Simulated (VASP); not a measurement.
# Al2Pd (Fm-3m) in VASP: single point with LDA

Aim: the single point of Al2Pd with LDA.

Everything below comes from runs of VASP 6.6.1. Logs are shortened: lines on timing, memory, paths and dates and some standing lists are left out, and cuts for length are marked.

## 1. The cell of the first run

Symmetry: Fm-3m, No. 225, cubic system. Conventional cell: a = 5.899 Å, b = 5.899 Å, c = 5.899 Å, α = 90.00°, β = 90.00°, γ = 90.00°. Within 3.4 Å of Al (site symmetry -43m) lie 4 Pd at 2.55 Å and 6 Al at 2.95 Å. Within 3.4 Å of Pd (site symmetry m-3m) lie 8 Al at 2.55 Å.

## 2. Single point, LDA

File INCAR:

```
PREC = Accurate
ENCUT = 500
EDIFF = 1E-6
ISMEAR = 1
SIGMA = 0.1
LREAL = False
LASPH = True
NELM = 120
ALGO = Normal
ISIF = 2
LWAVE = False
LCHARG = False
NBANDS = 15
GGA_COMPAT = False
```

File KPOINTS:

```
regular mesh
0
Gamma
  7 7 7
```

File POSCAR:

```
Al2Pd
1.0
    0.0000000000      2.9495355700      2.9495355700
    2.9495355700      0.0000000000      2.9495355700
    2.9495355700      2.9495355700      0.0000000000
Al Pd
2 1
Direct
    0.2500000000      0.2500000000      0.2500000000
    0.7500000000      0.7500000000      0.7500000000
    0.0000000000      0.0000000000      0.0000000000
```

Potentials or basis: VASP PAW LDA potentials, release 64 (Al, Pd).

Started as:

```console
$ cat potpaw_LDA.64/Al/POTCAR potpaw_LDA.64/Pd/POTCAR > POTCAR
$ mpirun -np 1 vasp_std > vasp.out
```

OUTCAR:

```text
PREC = Accurate
   ENCUT = 500
   EDIFF = 1E-6
   ISMEAR = 1
   LREAL = False
   LASPH = True
   NELM = 120
   ISIF = 2

 ion  position               nearest neighbor table
   1  0.250  0.250  0.250-   3 2.55   3 2.55   3 2.55   3 2.55   2 2.95   2 2.95   2 2.95   2 2.95
                             2 2.95   2 2.95
   2  0.750  0.750  0.750-   3 2.55   3 2.55   3 2.55   3 2.55   1 2.95   1 2.95   1 2.95   1 2.95
                             1 2.95   1 2.95
   3  0.000  0.000  0.000-   2 2.55   2 2.55   2 2.55   1 2.55   2 2.55   1 2.55   1 2.55   1 2.55

  LATTYP: Found a face centered cubic cell.
 ALAT       =     5.8990711400

  Lattice vectors:

 A1 = (   0.0000000000,   2.9495355700,   2.9495355700)
 A2 = (   2.9495355700,   0.0000000000,   2.9495355700)
 A3 = (   2.9495355700,   2.9495355700,   0.0000000000)

Analysis of symmetry for initial positions (statically):
=====================================================================
 Subroutine PRICEL returns:
 Original cell was already a primitive cell.

 Routine SETGRP: Setting up the symmetry group for a
 face centered cubic supercell.

 Subroutine GETGRP returns: Found 48 space group operations
 (whereof 48 operations were pure point group operations)
 out of a pool of 48 trial point group operations.

The static configuration has the point symmetry O_h .

Analysis of symmetry for dynamics (positions and initial velocities):
=====================================================================
 Subroutine PRICEL returns:
 Original cell was already a primitive cell.

 Routine SETGRP: Setting up the symmetry group for a
 face centered cubic supercell.

 Subroutine GETGRP returns: Found 48 space group operations
 (whereof 48 operations were pure point group operations)
 out of a pool of 48 trial point group operations.

The dynamic configuration has the point symmetry O_h .

 Subroutine INISYM returns: Found 48 space group operations
 (whereof 48 operations are pure point group operations),
 and found     1 'primitive' translations

----------------------------------------------------------------------------------------

                                     Primitive cell

  volume of cell :      51.3205

  direct lattice vectors                    reciprocal lattice vectors
     0.000000000  2.949535570  2.949535570    -0.169518213  0.169518213  0.169518213
     2.949535570  0.000000000  2.949535570     0.169518213 -0.169518213  0.169518213
     2.949535570  2.949535570  0.000000000     0.169518213  0.169518213 -0.169518213

  length of vectors
     4.171273206  4.171273206  4.171273206     0.293614158  0.293614158  0.293614158

[... 92 lines left out ...]
   ISMEAR =     1;   SIGMA  =   0.10  broadening in eV -4-tet -1-fermi 0-gaus
   EFERMI_NEDOS =   21; number of points for ismear=-14 and -15
   IALGO  =     38    algorithm
   IMIX   =      4    mixing-type and parameters
     AMIX     =   0.40;   BMIX     =  1.00
     AMIX_MAG =   1.60;   BMIX_MAG =  1.00
  volume/ion in A,a.u.               =      17.11       115.44
  Fermi-wavevector in a.u.,A,eV,Ry     =   1.110072  2.097732 16.765916  1.232260
  Thomas-Fermi vector in A             =   2.246619
   LORBIT       =      0    0 simple, 1 ext, 2 COOP (PROOUT), +10 PAW based schemes
   GGA     = CA    functional components
   LHFCALC =     F    Hartree Fock is set to
   AEXX    =    0.0000 exact exchange contribution
   IVDW    =     0    specifies the selected vdW correction
   LEPSILON=     F    determine dielectric tensor
   LRPA    =     F    only Hartree local field effects (RPA)
 non-spin polarized calculation
 Methfessel and Paxton  Order N= 1 SIGMA  =   0.10
  energy-cutoff  :      500.00
  volume of cell :       51.32
 maximum number of plane-waves:      1317
   NGX = 15   NGY = 15   NGZ = 15

 number of electron      15.9999994 magnetization

 Free energy of the ion-electron system (eV)
  ---------------------------------------------------
  ext. energy  EPLUGINS =         0.00000000
  ---------------------------------------------------
  free energy    TOTEN  =       -16.78265680 eV

  energy without entropy =      -16.77724512  energy(sigma->0) =      -16.78085291

 E-fermi :   7.3894     XC(G=0): -10.8229

 val. band max:        7.3521928770   @ k =  -0.2857   0.1429   0.0000
 cond. band min:       7.3994191939   @ k =  -0.4286   0.2857   0.1429
 fundamental gap:      0.0472263169
 Fermi energy:         7.3894076100

 k-point     1 :       0.0000    0.0000    0.0000
  band No.  band energies     occupation
      1      -2.1000      2.00000
      2       2.6156      2.00000
      3       2.6156      2.00000
      4       2.6156      2.00000
      5       3.7367      2.00000
      6       3.7367      2.00000
      7      10.5014      0.00000
      8      11.4939      0.00000
      9      11.4939      0.00000
     10      11.4939      0.00000
     11      12.0029      0.00000
     12      12.0029      0.00000
     13      12.0029      0.00000
     14      13.9451      0.00000
[... 329 lines left out ...]
      2       1.7185      2.00000
      3       2.5262      2.00000
      4       3.2739      2.00000
      5       3.5364      2.00000
      6       4.0723      2.00000
      7       4.5246      2.00000
      8       5.0415      2.00000
      9       6.5961      2.00000
     10      11.2599      0.00000
     11      12.9261      0.00000
     12      13.6249      0.00000
     13      14.7868      0.00000
     14      16.7162      0.00000
     15      18.5580      0.00000

------------------------ aborting loop because EDIFF is reached ----------------------------------------

  FORCE on cell =-STRESS in cart. coord.  units (eV):
  Direction    XX          YY          ZZ          XY          YZ          ZX
  --------------------------------------------------------------------------------------
  -------------------------------------------------------------------------------------
  Total       -1.0501489     -1.0501489     -1.0501489      0.0000000      0.0000000      0.0000000
  in kB      -32.7846514    -32.7846514    -32.7846514      0.0000000      0.0000000      0.0000000
  external PRESSURE =     -32.7846514 kB  Pullay stress =       0.0000000 kB

 VOLUME and BASIS-vectors are now :
 -----------------------------------------------------------------------------
  energy-cutoff  :      500.00
  volume of cell :       51.32
      direct lattice vectors                 reciprocal lattice vectors
     0.000000000  2.949535570  2.949535570    -0.169518213  0.169518213  0.169518213
     2.949535570  0.000000000  2.949535570     0.169518213 -0.169518213  0.169518213
     2.949535570  2.949535570  0.000000000     0.169518213  0.169518213 -0.169518213

 POSITION                                       TOTAL-FORCE (eV/Angst)
 -----------------------------------------------------------------------------------
      1.47477      1.47477      1.47477         0.000000      0.000000      0.000000
      4.42430      4.42430      4.42430        -0.000000     -0.000000     -0.000000
      0.00000      0.00000      0.00000         0.000000     -0.000000      0.000000
 -----------------------------------------------------------------------------------
    total drift:                                0.000000     -0.000000     -0.000000

  FREE ENERGIE OF THE ION-ELECTRON SYSTEM (eV)
  ---------------------------------------------------
  free  energy   TOTEN  =       -16.7826567981 eV

  energy  without entropy=      -16.7772451222  energy(sigma->0) =      -16.78085291
```

OSZICAR:

```text
N       E                     dE             d eps       ncg     rms          rms(c)
DAV:   1     0.493528541291E+02    0.49353E+02   -0.64094E+03   600   0.880E+02
DAV:   2    -0.158723412472E+02   -0.65225E+02   -0.57711E+02   726   0.168E+02
DAV:   3    -0.172836794689E+02   -0.14113E+01   -0.14061E+01   768   0.251E+01
DAV:   4    -0.172961738599E+02   -0.12494E-01   -0.12493E-01   733   0.260E+00
DAV:   5    -0.172964443803E+02   -0.27052E-03   -0.27052E-03   775   0.379E-01    0.719E+00
DAV:   6    -0.169408026906E+02    0.35564E+00   -0.18287E+00   698   0.147E+01    0.216E+00
DAV:   7    -0.168240862366E+02    0.11672E+00   -0.27938E-01   705   0.610E+00    0.170E+00
DAV:   8    -0.167830654109E+02    0.41021E-01   -0.48063E-02   705   0.175E+00    0.254E-01
DAV:   9    -0.167826701018E+02    0.39531E-03   -0.21030E-03   775   0.409E-01    0.167E-01
DAV:  10    -0.167826600362E+02    0.10066E-04   -0.18773E-04   727   0.126E-01    0.262E-02
DAV:  11    -0.167826571007E+02    0.29355E-05   -0.16532E-05   761   0.433E-02    0.102E-02
DAV:  12    -0.167826567981E+02    0.30263E-06   -0.10372E-06   475   0.972E-03
   1 F= -.16782657E+02 E0= -.16780853E+02  d E =-.541168E-02
```

stdout:

```text
POSCAR found type information on POSCAR AlPd
 POSCAR found :  2 types and       3 ions
 scaLAPACK will be used
 LDA part: xc-table for (Slater(with rela. corr.)+CA(PZ))
 , standard interpolation
 POSCAR, INCAR and KPOINTS ok, starting setup
 FFT: planning ... GRIDC
 FFT: planning ... GRID_SOFT
 FFT: planning ... GRID
 WAVECAR not read
 entering main loop
```

Wall time 28 s (1 thread of Intel Xeon 8259CL, shared host); peak memory 0.15 GiB.

What came out:

* Free energy: -16.7827 eV
* Pressure: -3.3 GPa
* Band gap on the k mesh: zero (bands 8 and 9 overlap by 5.26 eV)

Levels at points of the mesh, in eV from the Fermi level:
| k point | band 5 | band 6 | band 7 | band 8 | band 9 | band 10 | band 11 | band 12 |
| --- | --- | --- | --- | --- | --- | --- | --- | --- |
| (0.00, 0.00, 0.00) | -3.65 | -3.65 | 3.11 | 4.10 | 4.10 | 4.10 | 4.61 | 4.61 |

Caveat: the cell stands under tension.
